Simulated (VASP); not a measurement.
Wanted: the native input for a VASP 6.6.1 run.

| Property | Result |
| --- | --- |
| Task | relaxation of cell and atoms |
| Functional | PBE |
| Potentials or basis | VASP PAW PBE potentials, release 64 (Si, C) |
| Cutoff | 600 eV |
| k mesh | 8 × 8 × 8 |
| Occupations | gaussian, width 0.1 eV |
| Spin | no spin polarisation |
| Dipole correction | no |
| Further INCAR settings | ALGO = Normal; EDIFF = 1e-06; IBRION = 2; EDIFFG = -0.04; NSW = 90; ISIF = 3 |

The structure of SiC lies in POSCAR:

```
SiC
1.0
    0.0000000000      3.9170895200      2.4885453000
    1.4367341800      0.0000000000      2.4885453000
    1.4367341800      3.9170895200      0.0000000000
Si C
1 1
Direct
    0.6666700100      0.6666700100      0.3333299900
    0.3333299900      0.3333299900      0.6666700100
```

These files were run (other wordings do the same):

INCAR

```
SYSTEM = SiC
  ALGO = Normal
  EDIFF = 1E-6
  EDIFFG = -0.04
  ENCUT = 600
  GGA = PE
  IBRION = 2
  ISIF = 3
  ISMEAR = 0
  LASPH = .TRUE.
  LCHARG = .FALSE.
  LREAL = .FALSE.
  LWAVE = .FALSE.
  NELM = 80
  NSW = 90
  PREC = Accurate
  SIGMA = 0.1
```

KPOINTS

```
k-points
0
G
  8 8 8
  0 0 0
```

Potentials or basis: VASP PAW PBE potentials, release 64 (Si, C).

The run is started by

```sh
$ cat potpaw_PBE.64/Si/POTCAR potpaw_PBE.64/C/POTCAR > POTCAR
$ mpirun -np 1 vasp_std > vasp.out
```

It gave:

```
Relaxed volume                         : 16.27 Å³/atom
Relaxed cell                           : a = 4.747 Å, b = 3.096 Å, c = 4.212 Å, α = 79.40°, β = 39.88°, γ = 60.72°
Space group after relaxing (to 0.05 Å) : Fmm2 (No. 42)
Energy gained by relaxing              : 385.6 meV/atom
Ionic steps                            : 5
Pressure after relaxing                : 0.0 GPa
Largest force after relaxing           : 0.017 eV/Å
Band gap on the k mesh                 : 1.38 eV, indirect (least direct gap 2.63 eV)
```

Caveat: the volume moved by over 15 % at a fixed basis, so the end points are rough.

Run time: 55 s on 1 thread of AMD EPYC 9R45 96-Core Processor (Zen 5), on a shared host, peak memory 0.16 GiB.
